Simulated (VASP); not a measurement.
# HfN in VASP: further runs

Aim: see how the results for HfN move with the level of theory and the settings. Levels: PBE, revPBE+U. Tasks: single point.

All numbers are computed with VASP 6.6.1; they aren't measurements. Logs are shortened: lines on timing, memory, paths and dates and some standing lists are left out, and cuts for length are marked.

### 1 The cell of the first run

Symmetry: I4/mmm, No. 139, tetragonal system. The conventional cell has a = 3.216 Å, b = 3.216 Å, c = 4.442 Å, α = 90.00°, β = 90.00°, γ = 90.00°. Within 2.9 Å of Hf (site symmetry 4/mmm) lie 6 N at 2.22 to 2.27 Å. Within 2.9 Å of N (site symmetry 4/mmm) lie 6 Hf at 2.22 to 2.27 Å.

### 2 Single point, PBE

File INCAR:

```
SYSTEM = HfN
  PREC = Accurate
  ENCUT = 600
  EDIFF = 1E-6
  ISMEAR = 1
  SIGMA = 0.15
  LREAL = .FALSE.
  LASPH = .TRUE.
  NELM = 120
  ALGO = Normal
  ISIF = 2
  LWAVE = .FALSE.
  LCHARG = .FALSE.
  GGA = PE
  NBANDS = 14
  GGA_COMPAT = .FALSE.
```

File KPOINTS:

```
regular mesh
0
G
  16 16 16
  0 0 0
```

File POSCAR:

```
HfN
1.0
    0.0000000000      2.2208341742      2.2738140414
    2.2738140414      0.0000000000      2.2738140414
    2.2738140414      2.2208341742      0.0000000000
Hf N
1 1
Direct
    0.0000000000      0.0000000000      0.0000000000
    0.5000000000      0.5000000000      0.5000000000
```

Potentials or basis: VASP PAW PBE potentials, release 64 (Hf_pv, N).

The run is started by

```bash
$ cat potpaw_PBE.64/Hf_pv/POTCAR potpaw_PBE.64/N/POTCAR > POTCAR
$ mpirun -np 1 vasp_std > vasp.out
```

OUTCAR:

```text
SYSTEM = HfN
   PREC = Accurate
   ENCUT = 600
   EDIFF = 1E-6
   ISMEAR = 1
   LREAL = .FALSE.
   LASPH = .TRUE.
   NELM = 120
   ISIF = 2
   GGA = PE

 ion  position               nearest neighbor table
   1  0.000  0.000  0.000-   2 2.22   2 2.22   2 2.27   2 2.27   2 2.27   2 2.27
   2  0.500  0.500  0.500-   1 2.22   1 2.22   1 2.27   1 2.27   1 2.27   1 2.27

  LATTYP: Found a body centered tetragonal cell.
 ALAT       =     3.2156586557
 C/A-ratio  =     1.3812623863

  Lattice vectors:

 A1 = (   0.0000000000,  -2.2208341742,   2.2738140414)
 A2 = (   0.0000000000,  -2.2208341742,  -2.2738140414)
 A3 = (   2.2738140414,   2.2208341742,   0.0000000000)

Analysis of symmetry for initial positions (statically):
=====================================================================
 Subroutine PRICEL returns:
 Original cell was already a primitive cell.

 Routine SETGRP: Setting up the symmetry group for a
 body centered tetragonal supercell.

 Subroutine GETGRP returns: Found 16 space group operations
 (whereof 16 operations were pure point group operations)
 out of a pool of 16 trial point group operations.

The static configuration has the point symmetry D_4h.

Analysis of symmetry for dynamics (positions and initial velocities):
=====================================================================
 Subroutine PRICEL returns:
 Original cell was already a primitive cell.

 Routine SETGRP: Setting up the symmetry group for a
 body centered tetragonal supercell.

 Subroutine GETGRP returns: Found 16 space group operations
 (whereof 16 operations were pure point group operations)
 out of a pool of 16 trial point group operations.

The dynamic configuration has the point symmetry D_4h.

 Subroutine INISYM returns: Found 16 space group operations
 (whereof 16 operations are pure point group operations),
 and found     1 'primitive' translations

----------------------------------------------------------------------------------------

                                     Primitive cell

  volume of cell :      22.9644

  direct lattice vectors                    reciprocal lattice vectors
     0.000000000  2.220834174  2.273814041    -0.219894851  0.225140628  0.219894851
     2.273814041  0.000000000  2.273814041     0.219894851 -0.225140628  0.219894851
     2.273814041  2.220834174  0.000000000     0.219894851  0.225140628 -0.219894851

  length of vectors
     3.178417015  3.215658656  3.178417015     0.383921598  0.383921598  0.383921598

  position of ions in fractional coordinates (direct lattice)
     0.000000000  0.000000000  0.000000000
     0.500000000  0.500000000  0.500000000

  ion indices of the primitive-cell ions
   primitive index   ion index
                 1           1
                 2           2

----------------------------------------------------------------------------------------

 KPOINTS: regular mesh

Automatic generation of k-mesh.
 Grid dimensions read from file:
 generate k-points for:   16   16   16

 Generating k-lattice:

  Cartesian coordinates                     Fractional coordinates (reciprocal lattice)
    -0.013743428  0.014071289  0.013743428     0.062500000  0.000000000  0.000000000
     0.013743428 -0.014071289  0.013743428    -0.000000000  0.062500000 -0.000000000
     0.013743428  0.014071289 -0.013743428     0.000000000  0.000000000  0.062500000

  Length of vectors
     0.023995100  0.023995100  0.023995100

  Shift w.r.t. Gamma in fractional coordinates (k-lattice)
     0.000000000  0.000000000  0.000000000

 Subroutine IBZKPT returns following result:
 ===========================================

 Found    349 irreducible k-points:

 Following reciprocal coordinates:
            Coordinates               Weight
  0.000000  0.000000  0.000000      1.000000
  0.062500  0.000000  0.000000      8.000000
  0.125000  0.000000  0.000000      8.000000
  0.187500  0.000000  0.000000      8.000000
  0.250000  0.000000  0.000000      8.000000
  0.312500  0.000000  0.000000      8.000000
[... 16 lines left out ...]
 -0.125000  0.062500 -0.000000     16.000000
 -0.062500  0.062500  0.000000      8.000000
 [... further k-points ...]
   k-points           NKPTS =    349   k-points in BZ     NKDIM =    349   number of bands    NBANDS=     14
   number of dos      NEDOS =    301   number of ions     NIONS =      2
   total plane-waves  NPLWV =  21952
   dimension x,y,z NGX =    28 NGY =   28 NGZ =   28
   dimension x,y,z NGXF=    56 NGYF=   56 NGZF=   56
   ions per type =               1   1
   NGX,Y,Z   is equivalent  to a cutoff of  14.65, 14.48, 14.65 a.u.
   NGXF,Y,Z  is equivalent  to a cutoff of  29.29, 28.95, 29.29 a.u.
 SYSTEM =  HfN
   PREC   = accura    normal or accurate (medium, high low for compatibility)
   ISTART =      0    job   : 0-new  1-cont  2-samecut
   ICHARG =      2    charge: 1-file 2-atom 10-const
   ISPIN  =      1    spin polarized calculation?
   LNONCOLLINEAR =      F non collinear calculations
   LSORBIT =      F    spin-orbit coupling
   LASPH  =      T    aspherical Exc in radial PAW
   ENCUT  =  600.0 eV  44.10 Ry    6.64 a.u.   6.35  6.42  6.35*2*pi/ulx,y,z
   NELM   =    120;   NELMIN=  2; NELMDL= -5     # of ELM steps
   EDIFF  = 0.1E-05   stopping-criterion for ELM
   LREAL  =      F    real-space projection
   EDIFFG = 0.1E-04   stopping-criterion for IOM
   NSW    =      0    number of steps for IOM
   IBRION =     -1    ionic relax: 0-MD 1-quasi-New 2-CG
   NFREE  =      0    steps in history (QN), initial steepest desc. (CG)
   ISIF   =      2    stress and relaxation
   ISYM   =      2    0-nonsym 1-usesym 2-fastsym
   POTIM  = 0.5000    time-step for ionic-motion
   TEBEG  =    0.0;   TEEND  =   0.0 temperature during run
   PSTRESS=    0.0 pullay stress
   NELECT =      15.0000    total number of electrons
   NUPDOWN=      -1.0000    fix difference up-down
   EMIN   =  10.00;   EMAX   =-10.00  energy-range for DOS
   EFERMI =   0.00;   METHOD = LEGACY
   ISMEAR =     1;   SIGMA  =   0.15  broadening in eV -4-tet -1-fermi 0-gaus
   EFERMI_NEDOS =   21; number of points for ismear=-14 and -15
   IALGO  =     38    algorithm
   IMIX   =      4    mixing-type and parameters
     AMIX     =   0.40;   BMIX     =  1.00
     AMIX_MAG =   1.60;   BMIX_MAG =  1.00
  volume/ion in A,a.u.               =      11.48        77.49
  Fermi-wavevector in a.u.,A,eV,Ry     =   1.420430  2.684224 27.451415  2.017622
  Thomas-Fermi vector in A             =   2.541346
   LORBIT       =      0    0 simple, 1 ext, 2 COOP (PROOUT), +10 PAW based schemes
   GGA     = PE    functional components
   LHFCALC =     F    Hartree Fock is set to
   AEXX    =    0.0000 exact exchange contribution
   IVDW    =     0    specifies the selected vdW correction
   LEPSILON=     F    determine dielectric tensor
   LRPA    =     F    only Hartree local field effects (RPA)
 non-spin polarized calculation
 Methfessel and Paxton  Order N= 1 SIGMA  =   0.15
  energy-cutoff  :      600.00
  volume of cell :       22.96
 maximum number of plane-waves:       782
 NGX is ok and might be reduce to    28
   NGX = 13   NGY = 13   NGZ = 13

 number of electron      15.0000001 magnetization

 Free energy of the ion-electron system (eV)
  ---------------------------------------------------
  ext. energy  EPLUGINS =         0.00000000
  ---------------------------------------------------
  free energy    TOTEN  =       -21.74187369 eV

  energy without entropy =      -21.74171252  energy(sigma->0) =      -21.74181997

 E-fermi :   8.4335     XC(G=0): -12.7523

 val. band max:        8.4210142565   @ k =  -0.3750   0.3750   0.1250
 cond. band min:       8.4448765506   @ k =  -0.1250   0.0625  -0.0000
 fundamental gap:      0.0238622940
 Fermi energy:         8.4335220190

 k-point     1 :       0.0000    0.0000    0.0000
  band No.  band energies     occupation
      1     -22.7222      2.00000
      2     -22.7222      2.00000
      3     -22.6963      2.00000
      4      -9.1167      2.00000
      5       5.3469      2.00000
      6       5.3469      2.00000
      7       5.4693      2.00000
      8       7.9893      2.00023
      9       7.9893      2.00023
     10       8.2502      2.07091
     11       9.9433     -0.00000
     12      10.2221     -0.00000
     13      10.9021     -0.00000
     14      18.0012      0.00000

 k-point     2 :       0.0625    0.0000    0.0000
  band No.  band energies     occupation
      1     -22.7571      2.00000
      2     -22.7263      2.00000
      3     -22.7052      2.00000
      4      -9.0253      2.00000
      5       4.9648      2.00000
      6       5.1092      2.00000
      7       5.2080      2.00000
      8       8.1194      2.01166
      9       8.1334      2.01596
     10       8.3597      1.73147
     11      10.2494     -0.00000
     12      10.5230     -0.00000
     13      11.2012     -0.00000
     14      18.3107      0.00000

 k-point     3 :       0.1250    0.0000    0.0000
  band No.  band energies     occupation
      1     -22.8696      2.00000
      2     -22.7377      2.00000
      3     -22.7151      2.00000
      4      -8.7627      2.00000
      5       4.0618      2.00000
      6       4.5618      2.00000
      7       4.6479      2.00000
      8       8.3587      1.73921
      9       8.5076      0.26671
     10       8.6523     -0.05889
     11      11.0269     -0.00000
     12      11.3078     -0.00000
     13      11.9795      0.00000
     14      19.1704      0.00000

 k-point     4 :       0.1875    0.0000    0.0000
  band No.  band energies     occupation
      1     -23.0354      2.00000
      2     -22.7547      2.00000
      3     -22.7272      2.00000
      4      -8.3613      2.00000
      5       3.0028      2.00000
      6       3.9345      2.00000
      7       4.0061      2.00000
      8       8.6199     -0.07082
      9       9.0572     -0.00000
     10       9.1417     -0.00000
     11      12.0059      0.00000
     12      12.3667      0.00000
     13      13.0223      0.00000
     14      20.3617      0.00000

 k-point     5 :       0.2500    0.0000    0.0000
  band No.  band energies     occupation
      1     -23.2241      2.00000
      2     -22.7747      2.00000
      3     -22.7409      2.00000
      4      -7.8687      2.00000
      5       1.9555      2.00000
      6       3.3489      2.00000
      7       3.4038      2.00000
      8       8.9935     -0.00000
      9       9.7550     -0.00000
     10       9.7863     -0.00000
     11      12.9590      0.00000
[... 276 lines left out ...]
 k-point    22 :      -0.1875    0.0625    0.0000
  band No.  band energies     occupation
      1     -23.1071      2.00000
      2     -22.7929      2.00000
      3     -22.7246      2.00000
      4      -8.1405      2.00000
      5       2.4976      2.00000
      6       3.5418      2.00000
      7       3.9341      2.00000
      8       8.6881     -0.03736
      9       9.0744     -0.00000
     10       9.9217     -0.00000
     11      11.5554      0.00000
     12      13.1370      0.00000
     13      14.0271      0.00000
     14      20.6594      0.00000

 k-point    23 :      -0.1250    0.0625   -0.0000
  band No.  band energies     occupation
      1     -22.9373      2.00000
      2     -22.7695      2.00000
      3     -22.7142      2.00000
      4      -8.5658      2.00000
      5       3.4738      2.00000
      6       4.1402      2.00000
      7       4.5239      2.00000
      8       8.4449      0.87228
      9       8.6004     -0.06644
     10       9.2193     -0.00000
     11      10.6813     -0.00000
     12      12.0852      0.00000
     13      12.9106      0.00000
     14      19.7896      0.00000

 k-point    24 :      -0.0625    0.0625    0.0000
  band No.  band energies     occupation
      1     -22.8111      2.00000
      2     -22.7462      2.00000
      3     -22.7090      2.00000
      4      -8.8734      2.00000
      5       4.3695      2.00000
      6       4.7431      2.00000
      7       4.9896      2.00000
      8       8.2026      2.05175
      9       8.3751      1.60666
     10       8.6267     -0.06979
     11      10.2211     -0.00000
     12      11.1177     -0.00000
     13      11.9145      0.00000
     14      18.8110      0.00000

 [... further k-points ...]

------------------------ aborting loop because EDIFF is reached ----------------------------------------

  FORCE on cell =-STRESS in cart. coord.  units (eV):
  Direction    XX          YY          ZZ          XY          YZ          ZX
  --------------------------------------------------------------------------------------
  -------------------------------------------------------------------------------------
  Total        0.0262385      1.8382921      0.0262385      0.0000000      0.0000000      0.0000000
  in kB        1.8305973    128.2534574      1.8305973      0.0000000      0.0000000      0.0000000
  external PRESSURE =      43.9715507 kB  Pullay stress =       0.0000000 kB

 VOLUME and BASIS-vectors are now :
 -----------------------------------------------------------------------------
  energy-cutoff  :      600.00
  volume of cell :       22.96
      direct lattice vectors                 reciprocal lattice vectors
     0.000000000  2.220834174  2.273814041    -0.219894851  0.225140628  0.219894851
     2.273814041  0.000000000  2.273814041     0.219894851 -0.225140628  0.219894851
     2.273814041  2.220834174  0.000000000     0.219894851  0.225140628 -0.219894851

 POSITION                                       TOTAL-FORCE (eV/Angst)
 -----------------------------------------------------------------------------------
      0.00000      0.00000      0.00000         0.000000      0.000000      0.000000
      2.27381      2.22083      2.27381         0.000000      0.000000     -0.000000
 -----------------------------------------------------------------------------------
    total drift:                                0.000000      0.000000      0.000000

  FREE ENERGIE OF THE ION-ELECTRON SYSTEM (eV)
  ---------------------------------------------------
  free  energy   TOTEN  =       -21.7418736943 eV

  energy  without entropy=      -21.7417125177  energy(sigma->0) =      -21.74181997
```

It took 2.5 min on 1 thread of Intel Xeon 8259CL, shared host; peak memory 0.25 GiB.

What came out:

| Item | Value |
| --- | --- |
| Free energy | -21.7419 eV |
| Pressure | 4.4 GPa |
| Band gap on the k mesh | zero (an odd number of electrons rules out a gap without spin polarisation) |

Stress tensor (GPa, compression positive):
```
 0.18  0.00  0.00
 0.00 12.83  0.00
 0.00  0.00  0.18
```

Caveat: the stress differs along the axes, from 0 to 13 GPa; spin-orbit coupling is left out, which moves the levels of the heavy elements; an odd number of electrons without spin polarisation forces a metal; a magnetic or distorted state may lie lower.

### 3 Single point, revPBE+U

File INCAR:

```
ALGO = Normal
EDIFF = 1E-6
ENCUT = 600
GGA = RE
GGA_COMPAT = F
ISIF = 2
ISMEAR = 0
LASPH = T
LCHARG = T
LDAU = T
LDAUJ = 0 0
LDAUL = 2 -1
LDAUPRINT = 1
LDAUTYPE = 2
LDAUU = 4 0
LELF = T
LMAXMIX = 4
LREAL = F
LVHAR = T
LWAVE = F
NBANDS = 14
NELM = 200
PREC = Accurate
SIGMA = 0.15
```

File KPOINTS:

```
k-points
0
Gamma
  16 16 16
```

File POSCAR:

```
HfN
1.0
    0.0000000000      2.2208341742      2.2738140414
    2.2738140414      0.0000000000      2.2738140414
    2.2738140414      2.2208341742      0.0000000000
Hf N
1 1
Direct
    0.0010043247     -0.0010043247      0.0010043247
    0.4872021197      0.5127978803      0.4872021197
```

Potentials or basis: VASP PAW PBE potentials, release 64 (Hf_pv, N).

The run is started by

```bash
$ cat potpaw_PBE.64/Hf_pv/POTCAR potpaw_PBE.64/N/POTCAR > POTCAR
$ mpirun -np 1 vasp_std > vasp.out
```

Wall time 2.4 min (1 thread of Intel Xeon 8259CL, shared host); peak memory 0.25 GiB.

The run converged. Its results:

* Free energy: -18.0203 eV
* Pressure: 24.6 GPa
* Largest force: 1.071 eV/Å
* Band gap on the k mesh: zero (an odd number of electrons rules out a gap without spin polarisation)

Forces on the atoms (eV/Å):
```
Hf   0.000 -1.071  0.000
N    0.000  1.071  0.000
```

Stress tensor (GPa, compression positive):
```
19.12  0.00  0.00
 0.00 35.41  0.00
 0.00  0.00 19.12
```

Levels at points of the mesh, in eV from the Fermi level:
```
           k point  band 4  band 5  band 6  band 7  band 8  band 9  band 10  band 11  band 12  band 13
(0.00, 0.00, 0.00)  -18.12   -3.59   -3.59   -3.47   -0.18   -0.18     0.03     1.03     2.07     2.59
(0.50, 0.00, 0.00)  -15.36   -9.34   -6.37   -6.36    3.23    3.67     3.98     4.09     8.65     9.19
(0.50, 0.50, 0.00)  -16.82   -6.11   -4.49   -4.12   -3.47    4.31     5.55     5.77     6.07     7.60
(0.50, 0.00, 0.50)  -16.79   -5.84   -4.29   -4.29   -3.82    4.45     5.37     5.91     5.91     7.34
```

Eigenvalues of the final occupation matrices:
| site | spin | trace | eigenvalues |
| --- | --- | --- | --- |
| site 1 d | 1 | 0.84 | 0.15 0.16 0.16 0.17 0.19 |
| site 1 d | 2 | 0.84 | 0.15 0.16 0.16 0.17 0.19 |

Caveat: the stress differs along the axes, from 19 to 35 GPa; the PAW data sets were made with another functional, which shifts forces and pressure a little; spin-orbit coupling is left out, which moves the levels of the heavy elements; an odd number of electrons without spin polarisation forces a metal; a magnetic or distorted state may lie lower; U without spin polarisation on a metal has little footing.

The gap in the log of VASP goes by the Fermi energy; the results here count the filled bands.